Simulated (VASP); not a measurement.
A run of VASP 6.6.1:

Contents of INCAR:

```
SYSTEM = Au
  PREC = Accurate
  ENCUT = 520
  EDIFF = 1E-6
  ISMEAR = -1
  SIGMA = 0.05
  LREAL = .False.
  LASPH = .True.
  NELM = 60
  ALGO = Fast
  ISIF = 2
  LWAVE = .False.
  LCHARG = .False.
  GGA = PE
  NBANDS = 12
```

The input KPOINTS:

```
Automatic mesh
0
Gamma
  11 11 11
  0 0 0
```

File POSCAR:

```
Au
1.0
   -1.6672400000      1.6108460000      1.6646960000
    1.6037350000     -1.6356840000      1.6260290000
    1.7364330000      1.7048780000     -1.6895340000
Au
1
Direct
   -0.0098820000     -0.0170920000     -0.0213010000
```

Potentials or basis: VASP PAW PBE potentials, release 64 (Au).

Launch:

```sh
$ cat potpaw_PBE.64/Au/POTCAR > POTCAR
$ mpirun -np 1 vasp_std > vasp.out
```

Hardware: 1 thread of Intel Xeon 8259CL (shared host).

Estimate the wall time of this run.

Run time: 2.7 min on 1 thread of Intel Xeon 8259CL (shared host), peak memory 0.26 GiB. Counts: scf iterations 12, k points 666.
